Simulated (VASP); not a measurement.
A run of VASP 6.6.1:

INCAR

```
SYSTEM = TaN
PREC = Accurate
ENCUT = 520
EDIFF = 1E-7
ISMEAR = 0
SIGMA = 0.15
LREAL = .FALSE.
LASPH = .TRUE.
NELM = 80
ALGO = Normal
ISIF = 2
LWAVE = .FALSE.
LCHARG = .FALSE.
GGA = PS
NBANDS = 15
```

KPOINTS

```
regular mesh
0
G
  21 21 18
  0 0 0
```

Contents of POSCAR:

```
TaN
1.0
    2.9633653387      0.0000000000      0.0000000000
   -1.4816826693      2.5663496640      0.0000000000
    0.0000000000      0.0000000000      2.7950461874
Ta N
1 1
Direct
    0.3333333333      0.6666666667      0.5000000000
    0.0000000000      0.0000000000      0.0000000000
```

Potentials or basis: VASP PAW PBE potentials, release 64 (Ta_pv, N).

Run with:

```sh
$ cat potpaw_PBE.64/Ta_pv/POTCAR potpaw_PBE.64/N/POTCAR > POTCAR
$ mpirun -np 1 vasp_std > vasp.out
```

Hardware: 1 thread of Intel(R) Xeon(R) Platinum 8488C (Sapphire Rapids) (shared host).

Problem. How long does it take, and how much memory?

Solution. It took 68 s on 1 thread of Intel(R) Xeon(R) Platinum 8488C (Sapphire Rapids), on a shared host, peak memory 0.26 GiB. Counts: scf iterations 13, k points 480.
